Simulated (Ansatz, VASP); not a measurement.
**Tl: VASP beside Ansatz**

Contents of INCAR:

```
  ALGO = Normal
  EDIFF = 1E-8
  ENCUT = 520
  GGA = PE
  ISIF = 2
  ISMEAR = -1
  LASPH = True
  LCHARG = False
  LEFG = True
  LREAL = False
  LWAVE = False
  NBANDS = 20
  NELM = 80
  PREC = Accurate
  SIGMA = 0.05
```

The input KPOINTS:

```
k-points
0
Gamma
  9 9 9
```

Contents of POSCAR:

```
Tl
1.0
    0.0000000000      3.5604219113      3.5604219113
    3.5604219113      0.0000000000      3.5604219113
    3.5604219113      3.5604219113      0.0000000000
Tl
2
Direct
    0.0000000000      0.0000000000      0.0000000000
    0.2500000000      0.2500000000      0.2500000000
```

Input for Ansatz:

```yaml
crystal:
  lattice:
    - [0.0, 3.5604219113, 3.5604219113]
    - [3.5604219113, 0.0, 3.5604219113]
    - [3.5604219113, 3.5604219113, 0.0]
  atoms:
    - { symbol: Tl, position: [0.0, 0.0, 0.0] }
    - { symbol: Tl, position: [0.25, 0.25, 0.25] }
kpoints:
  mp_grid: { grid: [9, 9, 9] }
  band_path:
    path:
      - [0.0, 0.0, 0.0]
      - [0.5, 0.0, 0.5]
      - [0.625, 0.25, 0.625]
      - [0.375, 0.375, 0.75]
      - [0.0, 0.0, 0.0]
      - [0.5, 0.5, 0.5]
      - [0.5, 0.25, 0.75]
      - [0.5, 0.0, 0.5]
    npoints: 8
scf:
  occupations: { method: fermi_dirac, width: 0.05 }
hamiltonian:
  xc: pbe
  pseudopotentials: { kind: all_electron, datasets: crystal }
output:
  forces: true
  stress: true
  eigenvalues: true
  efg: { contact_densities: true }
```

Alike in both runs: task electric field gradients; functional PBE; k mesh 9 × 9 × 9; occupations fermi-dirac, width 0.05 eV; no spin polarisation.

|  | VASP | Ansatz |
| --- | --- | --- |
| version | VASP 6.6.1 | Ansatz 0.2.0 |
| potentials or method | VASP PAW PBE potentials, release 64 (Tl_d), cutoff 520 eV | all-electron PAW with datasets made for the crystal, scalar-relativistic |

|  | VASP | Ansatz | Ansatz less VASP |
| --- | --- | --- | --- |
| pressure (GPa) | 0.0 | 0.0 | +0.04 |

Ansatz ran all-electron here, and VASP with PAW potentials.

Neither program's run includes spin-orbit coupling.
